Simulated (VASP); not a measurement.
# AgCl (P2_1/m) in VASP: further runs

The runs below take AgCl through single point, with PBE.

All numbers are computed with VASP 6.6.1; they aren't measurements. Logs are shortened: lines on timing, memory, paths and dates and some standing lists are left out, and cuts for length are marked.

### 1 The cell of the first run

Symmetry: P2_1/m, No. 11, monoclinic system. Conventional cell: a = 3.927 Å, b = 4.003 Å, c = 5.599 Å, α = 90.00°, β = 95.63°, γ = 90.00°. Within 3.6 Å of Ag (site symmetry m) lie 6 Cl at 2.77 to 2.90 Å and 2 Ag at 3.37 Å. Within 3.6 Å of Cl (site symmetry m) lie 6 Ag at 2.77 to 2.90 Å.

### 2 Single point, PBE

The input, INCAR:

```
SYSTEM = AgCl
PREC = Accurate ; ENCUT = 520
EDIFF = 1E-6 ; ISMEAR = -1
SIGMA = 0.05 ; LREAL = .False.
LASPH = .True. ; NELM = 100
ALGO = Normal ; ISIF = 2
LWAVE = .False. ; LCHARG = .False.
GGA = PE ; NBANDS = 26
```

The input, KPOINTS:

```
regular mesh
0
Gamma
  7 7 5
  0 0 0
```

The input, POSCAR:

```
AgCl
1.0
    3.9268790000      0.0000000000      0.0000000000
    0.0000000000      4.0030470000      0.0000000000
   -0.5491550000      0.0000000000      5.5724250000
Ag Cl
2 2
Direct
    0.8159810000      0.7500000000      0.7819190000
    0.1840190000      0.2500000000      0.2180810000
    0.2923420000      0.2500000000      0.7374360000
    0.7076580000      0.7500000000      0.2625640000
```

Potentials or basis: VASP PAW PBE potentials, release 64 (Ag, Cl).

Started as:

```
$ cat potpaw_PBE.64/Ag/POTCAR potpaw_PBE.64/Cl/POTCAR > POTCAR
$ mpirun -np 1 vasp_std > vasp.out
```

OUTCAR:

```text
SYSTEM = AgCl
   PREC = Accurate
   ENCUT = 520
   EDIFF = 1E-6
   ISMEAR = -1
   LREAL = .False.
   LASPH = .True.
   NELM = 100
   ISIF = 2
   GGA = PE

 ion  position               nearest neighbor table
   1  0.816  0.750  0.782-   4 2.77   3 2.77   3 2.77   3 2.86   3 2.86   4 2.90   2 3.37   2 3.37

   2  0.184  0.250  0.218-   3 2.77   4 2.77   4 2.77   4 2.86   4 2.86   3 2.90   1 3.37   1 3.37

   3  0.292  0.250  0.737-   2 2.77   1 2.77   1 2.77   1 2.86   1 2.86   2 2.90
   4  0.708  0.750  0.263-   1 2.77   2 2.77   2 2.77   2 2.86   2 2.86   1 2.90

  LATTYP: Found a simple monoclinic cell.
 ALAT       =     3.9268790000
 B/A-ratio  =     1.0193965742
 C/A-ratio  =     1.4259209062
 COS(beta)  =    -0.0980735704

  Lattice vectors:

 A1 = (   3.9268790000,   0.0000000000,   0.0000000000)
 A2 = (   0.0000000000,   4.0030470000,   0.0000000000)
 A3 = (  -0.5491550000,   0.0000000000,   5.5724250000)

Analysis of symmetry for initial positions (statically):
=====================================================================
 Subroutine PRICEL returns:
 Original cell was already a primitive cell.

 Routine SETGRP: Setting up the symmetry group for a
 simple monoclinic supercell.

 Subroutine GETGRP returns: Found  4 space group operations
 (whereof  2 operations were pure point group operations)
 out of a pool of  4 trial point group operations.

The static configuration has the point symmetry S_2 .
 The point group associated with its full space group is C_2h.

Analysis of symmetry for dynamics (positions and initial velocities):
=====================================================================
 Subroutine PRICEL returns:
 Original cell was already a primitive cell.

 Routine SETGRP: Setting up the symmetry group for a
 simple monoclinic supercell.

 Subroutine GETGRP returns: Found  4 space group operations
 (whereof  2 operations were pure point group operations)
 out of a pool of  4 trial point group operations.

The dynamic configuration has the point symmetry S_2 .
 The point group associated with its full space group is C_2h.

 Subroutine INISYM returns: Found  4 space group operations
 (whereof  2 operations are pure point group operations),
 and found     1 'primitive' translations

----------------------------------------------------------------------------------------

                                     Primitive cell

  volume of cell :      87.5956

  direct lattice vectors                    reciprocal lattice vectors
[... 92 lines left out ...]
   LREAL  =      F    real-space projection
   EDIFFG = 0.1E-04   stopping-criterion for IOM
   NSW    =      0    number of steps for IOM
   IBRION =     -1    ionic relax: 0-MD 1-quasi-New 2-CG
   NFREE  =      0    steps in history (QN), initial steepest desc. (CG)
   ISIF   =      2    stress and relaxation
   ISYM   =      2    0-nonsym 1-usesym 2-fastsym
   POTIM  = 0.5000    time-step for ionic-motion
   TEBEG  =    0.0;   TEEND  =   0.0 temperature during run
   PSTRESS=    0.0 pullay stress
   NELECT =      36.0000    total number of electrons
   NUPDOWN=      -1.0000    fix difference up-down
   EMIN   =  10.00;   EMAX   =-10.00  energy-range for DOS
   EFERMI =   0.00;   METHOD = LEGACY
   ISMEAR =    -1;   SIGMA  =   0.05  broadening in eV -4-tet -1-fermi 0-gaus
   EFERMI_NEDOS =   21; number of points for ismear=-14 and -15
   IALGO  =     38    algorithm
   IMIX   =      4    mixing-type and parameters
     AMIX     =   0.40;   BMIX     =  1.00
     AMIX_MAG =   1.60;   BMIX_MAG =  1.00
  volume/ion in A,a.u.               =      21.90       147.78
  Fermi-wavevector in a.u.,A,eV,Ry     =   1.217161  2.300102 20.156786  1.481482
  Thomas-Fermi vector in A             =   2.352491
   LORBIT       =      0    0 simple, 1 ext, 2 COOP (PROOUT), +10 PAW based schemes
   GGA     = PE    functional components
   LHFCALC =     F    Hartree Fock is set to
   AEXX    =    0.0000 exact exchange contribution
   IVDW    =     0    specifies the selected vdW correction
   LEPSILON=     F    determine dielectric tensor
   LRPA    =     F    only Hartree local field effects (RPA)
 non-spin polarized calculation
  energy-cutoff  :      520.00
  volume of cell :       87.60
 maximum number of plane-waves:      2385
 NGX is ok and might be reduce to    30
   NGX = 15   NGY = 15   NGZ = 21

 number of electron      36.0000001 magnetization

 Free energy of the ion-electron system (eV)
  ---------------------------------------------------
  ext. energy  EPLUGINS =         0.00000000
  ---------------------------------------------------
  free energy    TOTEN  =       -10.75764028 eV

  energy without entropy =      -10.75763596  energy(sigma->0) =      -10.75763812

 E-fermi :   3.8812     XC(G=0):  -9.8433

 val. band max:        3.3583878564   @ k =   0.4286   0.0000   0.4000
 cond. band min:       4.2612882641   @ k =   0.0000   0.0000   0.0000
 fundamental gap:      0.9029004077
 Fermi energy:         3.8811894643

 k-point     1 :       0.0000    0.0000    0.0000
  band No.  band energies     occupation
      1     -11.4481      2.00000
      2     -10.9887      2.00000
      3      -0.6544      2.00000
      4       0.4281      2.00000
      5       0.4972      2.00000
      6       0.7084      2.00000
[... 685 lines left out ...]
     25      14.0811      0.00000
     26      14.3341      0.00000

 [... further k-points ...]

------------------------ aborting loop because EDIFF is reached ----------------------------------------

  FORCE on cell =-STRESS in cart. coord.  units (eV):
  Direction    XX          YY          ZZ          XY          YZ          ZX
  --------------------------------------------------------------------------------------
  -------------------------------------------------------------------------------------
  Total       -0.1688825     -0.2350695     -0.1647728      0.0000000      0.0000000      0.0742930
  in kB       -3.0889633     -4.2995644     -3.0137951      0.0000000      0.0000000      1.3588637
  external PRESSURE =      -3.4674409 kB  Pullay stress =       0.0000000 kB

 VOLUME and BASIS-vectors are now :
 -----------------------------------------------------------------------------
  energy-cutoff  :      520.00
  volume of cell :       87.60
      direct lattice vectors                 reciprocal lattice vectors
     3.926879000  0.000000000  0.000000000     0.254655160  0.000000000  0.025095924
     0.000000000  4.003047000  0.000000000     0.000000000  0.249809707  0.000000000
    -0.549155000  0.000000000  5.572425000     0.000000000  0.000000000  0.179455085

 POSITION                                       TOTAL-FORCE (eV/Angst)
 -----------------------------------------------------------------------------------
      2.77486      3.00229      4.35718        -0.037115     -0.000000     -0.058737
      0.60286      1.00076      1.21524         0.037115     -0.000000      0.058737
      0.74302      1.00076      4.10931        -0.032682      0.000000      0.010447
      2.63470      3.00229      1.46312         0.032682     -0.000000     -0.010447
 -----------------------------------------------------------------------------------
    total drift:                               -0.000000      0.000000     -0.000000

  FREE ENERGIE OF THE ION-ELECTRON SYSTEM (eV)
  ---------------------------------------------------
  free  energy   TOTEN  =       -10.7576402774 eV

  energy  without entropy=      -10.7576359572  energy(sigma->0) =      -10.75763812
```

It took 3.1 min on 1 thread of Intel Xeon 8259CL, shared host; peak memory 0.28 GiB.

What came out:

```
Free energy            : -10.7576 eV
Pressure               : -0.3 GPa
Largest force          : 0.069 eV/Å
Band gap on the k mesh : 0.90 eV (least direct gap 2.23 eV)
```

Forces in eV/Å, atoms in the order of the input:
```
Ag  -0.037  0.000 -0.059
Ag   0.037  0.000  0.059
Cl  -0.033  0.000  0.010
Cl   0.033  0.000 -0.010
```

Stress tensor (GPa, compression positive):
```
-0.31  0.00  0.14
 0.00 -0.43  0.00
 0.14  0.00 -0.30
```

Caveat: an odd mesh through Γ misses points on the zone boundary, where band edges can lie.

### 3 Single point, PBE

The input, INCAR:

```
PREC = Accurate
ENCUT = 520
EDIFF = 1E-6
ISMEAR = -1
SIGMA = 0.05
LREAL = F
LASPH = T
NELM = 60
ALGO = Normal
ISIF = 2
LWAVE = F
LCHARG = F
GGA = PE
NBANDS = 26
```

The input, KPOINTS:

```
Automatic mesh
0
Gamma
  7 7 5
```

POSCAR is that of step 2.

Potentials or basis: VASP PAW PBE potentials, release 64 (Ag, Cl).

Started as:

```
$ cat potpaw_PBE.64/Ag/POTCAR potpaw_PBE.64/Cl/POTCAR > POTCAR
$ mpirun -np 1 vasp_std > vasp.out
```

It took 3.3 min on 1 thread of Intel Xeon 8259CL, shared host; peak memory 0.28 GiB.

It converged, with:

```
Free energy            : -10.7576 eV
Pressure               : -0.3 GPa
Largest force          : 0.069 eV/Å
Band gap on the k mesh : 0.90 eV (least direct gap 2.23 eV)
```

Forces in eV/Å, atoms in the order of the input:
```
Ag  -0.037  0.000 -0.059
Ag   0.037  0.000  0.059
Cl  -0.033  0.000  0.010
Cl   0.033  0.000 -0.010
```

Stress tensor (GPa, compression positive):
```
-0.31  0.00  0.14
 0.00 -0.43  0.00
 0.14  0.00 -0.30
```

Levels at points of the mesh, in eV from the valence-band top:
```csv
k point,band 14,band 15,band 16,band 17,band 18,band 19,band 20,band 21,band 22,band 23
"(0.00, 0.00, 0.00)",-1.89,-1.86,-1.55,-1.54,-1.33,0.90,2.74,8.10,8.27,10.42
```

Caveat: an odd mesh through Γ misses points on the zone boundary, where band edges can lie.

### 4 Single point, PBE

This run uses another cell than the first one, of 22.34 Å³/atom.

The input, INCAR:

```
PREC = Accurate ; ENCUT = 520
EDIFF = 1E-6 ; ISMEAR = -1
SIGMA = 0.05 ; LREAL = False
LASPH = True ; NELM = 80
ALGO = Normal ; ISIF = 2
LWAVE = False ; LCHARG = False
GGA = PE ; NBANDS = 26
```

KPOINTS is that of step 3.

The input, POSCAR:

```
AgCl
1.0
    3.9528855791      0.0000000000      0.0000000000
    0.0000000000      4.0295580176      0.0000000000
   -0.5527918941      0.0000000000      5.6093295523
Ag Cl
2 2
Direct
    0.8159810000      0.7500000000      0.7819190000
    0.1840190000      0.2500000000      0.2180810000
    0.2923420000      0.2500000000      0.7374360000
    0.7076580000      0.7500000000      0.2625640000
```

Started as:

```
$ cat potpaw_PBE.64/Ag/POTCAR potpaw_PBE.64/Cl/POTCAR > POTCAR
$ mpirun -np 1 vasp_std > vasp.out
```

Wall time 3.5 min (1 thread of Intel Xeon 8259CL, shared host); peak memory 0.28 GiB.

Results (log left out):

```yaml
Free_energy: -10.7502 eV
Pressure: -1.1 GPa
Largest_force: 0.064 eV/Å
Band_gap_on_the_k_mesh: 0.91 eV (least direct gap 2.19 eV)
```

Forces in eV/Å, atoms in the order of the input:
```
Ag  -0.034  0.000 -0.054
Ag   0.034  0.000  0.054
Cl  -0.054  0.000  0.035
Cl   0.054  0.000 -0.035
```

Stress tensor (GPa, compression positive):
```
-1.10  0.00  0.23
 0.00 -1.22  0.00
 0.23  0.00 -1.06
```

Levels at points of the mesh, in eV from the valence-band top:
| k point | band 15 | band 16 | band 17 | band 18 | band 19 | band 20 | band 21 | band 22 |
| --- | --- | --- | --- | --- | --- | --- | --- | --- |
| (0.00, 0.00, 0.00) | -1.80 | -1.51 | -1.49 | -1.28 | 0.91 | 2.77 | 8.13 | 8.21 |

Caveat: an odd mesh through Γ misses points on the zone boundary, where band edges can lie.
